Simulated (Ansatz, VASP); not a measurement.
## One calculation of Y, two programs

```xyz
2
Lattice="3.6808 0.0000 0.0000 -1.8404 3.1877 0.0000 0.0000 0.0000 5.7206" Properties=species:S:1:pos:R:3 pbc="T T T"
Y     0.0000    2.1251    1.4302
Y     1.8404    1.0626    4.2905
```

Alike in both runs: task single point; functional r2SCAN; k mesh 8 × 8 × 5; occupations fermi-dirac, width 0.1 eV; no spin polarisation.

|  | VASP | Ansatz |
| --- | --- | --- |
| version | VASP 6.6.1 | Ansatz 0.2.0 |
| potentials or method | VASP PAW PBE potentials, release 64 (Y_sv), cutoff 520 eV | plane waves (500 eV) with PAW, scalar-relativistic |
| valence electrons in the cell | 22 | 22 |

Ansatz gave:

| Quantity | Value |
| --- | --- |
| pressure (GPa) | 0.0 |
| traceless stress, the component that is largest in VASP (GPa) | 0.05 |

Task: Which values does VASP return?

Result: Pressure (GPa): 0.1; traceless stress, the component that is largest in VASP (GPa): 0.06.

VASP's potentials were made for PBE, not for r2SCAN. The functional is the same, so the differences come from potentials, cutoffs and numerics.
